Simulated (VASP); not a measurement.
Pd:

```
Pd
1.0
     0.00000    1.94500    1.94500
     1.94500    0.00000    1.94500
     1.94500    1.94500    0.00000
Pd
1
Direct
  0.00000 0.00000 0.00000
```

| Quantity | Value |
| --- | --- |
| Program | VASP 6.6.1 |
| Task | relaxation of volume and atoms at fixed shape |
| Functional | LDA |
| Potentials or basis | VASP PAW LDA potentials, release 64 (Pd) |
| Cutoff | 500 eV |
| k mesh | 10 × 10 × 10 |
| Occupations | methfessel-paxton, width 0.05 eV |
| Spin | no spin polarisation |

At the start: pressure -8.0 GPa; volume 14.72 Å³/atom.

Where does the relaxation end?

Over 3 steps the energy falls by 14.7 meV/atom and the volume is 14.16 Å³/atom (-3.8 %); space group Fm-3m (No. 225, to 0.1 Å) before and after.

The path:
| step | energy change (eV) | largest force (eV/Å) | pressure (GPa) | volume (Å³) |
| --- | --- | --- | --- | --- |
| 1 | 0.0000 | 0.0000 | -8.00 | 14.72 |
| 2 | 0.0374 | 0.0000 | 18.97 | 13.21 |
| 3 | -0.0147 | 0.0000 | -0.19 | 14.16 |

Final structure:
```
Pd
1.0
     0.00000    1.92036    1.92036
     1.92036    0.00000    1.92036
     1.92036    1.92036    0.00000
Pd
1
Direct
  0.00000 0.00000 0.00000
```
